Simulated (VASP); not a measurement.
The system is Ti.

```xyz
2
Lattice="2.8639 0.0000 0.0000 -1.4319 2.4802 0.0000 0.0000 0.0000 4.5400" Properties=species:S:1:pos:R:3 pbc="T T T"
Ti    0.0000    1.6535    1.1350
Ti    1.4319    0.8267    3.4050
```

Base run:

```yaml
Program: VASP 6.6.1
Functional: LDA
Potentials_or_basis: VASP PAW LDA potentials, release 64 (Ti_sv)
Cutoff: 520 eV
k_mesh: 13 × 13 × 7
Occupations: gaussian, width 0.2 eV
Spin: no spin polarisation
```

Its results: band gap on the k mesh zero (bands 12 and 13 overlap by 1.09 eV); pressure -0.2 GPa.

**Question.** After a change of settings the same cell gave: band gap on the k mesh zero (bands 12 and 13 overlap by 1.14 eV); pressure 8.1 GPa. Which change was it?
A. occupations from gaussian, width 0.2 eV to gaussian, width 0.01 eV
B. occupations from gaussian, width 0.2 eV to gaussian, width 0.03 eV; further incar settings from ALGO = Normal; EDIFF = 1e-06; NBANDS = 19 to ALGO = Normal; EDIFF = 1e-07; NBANDS = 19
C. occupations from gaussian, width 0.2 eV to fermi-dirac, width 0.6 eV

**Answer.** C.

Caveats: the cell stands under pressure (at least some runs); so wide a smearing shifts energies and pressures (at least some runs).
